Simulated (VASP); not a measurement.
A run of VASP 6.6.1 is set up as follows.

INCAR

```
PREC     = Accurate       # precision mode
ENCUT    = 520            # plane-wave cutoff, eV
EDIFF    = 1E-7           # SCF threshold, eV
ISMEAR   = 0              # smearing method
SIGMA    = 0.01           # smearing width, eV
LREAL    = F              # projectors in reciprocal space
LASPH    = T              # aspherical terms in the spheres
NELM     = 60             # most SCF steps
ALGO     = Normal         # electronic algorithm
ISIF     = 2              # what is computed and relaxed
LWAVE    = F              # write WAVECAR
LCHARG   = T              # write CHGCAR
GGA      = CA             # functional
LELF     = T              # ELF
LVHAR    = T            
NBANDS   = 14             # bands
```

The input KPOINTS:

```
regular mesh
0
Gamma
  8 8 8
```

POSCAR

```
NaCl
1.0
    2.7048722736      2.7048722736      0.0000000000
   -2.7048722736      2.7048722736      0.0000000000
    0.0000000000      2.7048722736      2.7485873810
Na Cl
1 1
Direct
    0.0000000000      0.0000000000      0.0000000000
    0.5000000000      0.5000000000      0.0000000000
```

Potentials or basis: VASP PAW LDA potentials, release 64 (Na_pv, Cl).

Launch:

```sh
$ cat potpaw_LDA.64/Na_pv/POTCAR potpaw_LDA.64/Cl/POTCAR > POTCAR
$ mpirun -np 1 vasp_std > vasp.out
```

What does it give for the band gap on the k mesh?

5.14 eV, direct.

Estimate the pressure.

0.5 GPa.

Stress tensor (GPa, compression positive):
```
 0.81  0.00  0.00
 0.00  0.81  0.00
 0.00  0.00 -0.15
```

Caveat: the cell differs from its parent crystal (in-plane strain -0.01).
